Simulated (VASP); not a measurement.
A run of VASP 6.6.1:

INCAR

```
SYSTEM = TePb
PREC = Accurate
ENCUT = 520
EDIFF = 1E-8
ISMEAR = -1
SIGMA = 0.05
LREAL = .FALSE.
LASPH = .TRUE.
NELM = 100
ALGO = Normal
ISIF = 2
LWAVE = .FALSE.
LCHARG = .FALSE.
GGA = PS
LEFG = .TRUE.
NBANDS = 17
```

Contents of KPOINTS:

```
Automatic mesh
0
G
  15 15 15
  0 0 0
```

POSCAR

```
TePb
1.0
    3.9072401056      0.0000000000      0.0000000000
    0.0000000000      3.9072401056      0.0000000000
    0.0000000000      0.0000000000      3.9072401056
Te Pb
1 1
Direct
    0.5000000000      0.5000000000      0.5000000000
    0.0000000000      0.0000000000      0.0000000000
```

Potentials or basis: VASP PAW PBE potentials, release 64 (Te, Pb_d).

Launch:

```console
$ cat potpaw_PBE.64/Te/POTCAR potpaw_PBE.64/Pb_d/POTCAR > POTCAR
$ mpirun -np 1 vasp_std > vasp.out
```

Hardware: 1 thread of AMD EPYC 7R13, on a shared host.

Problem. Estimate the wall time of this run.

Solution. Run time: 4.3 min on 1 thread of AMD EPYC 7R13, with other jobs on the host, peak memory 0.24 GiB. Counts: scf iterations 24, k points 120.
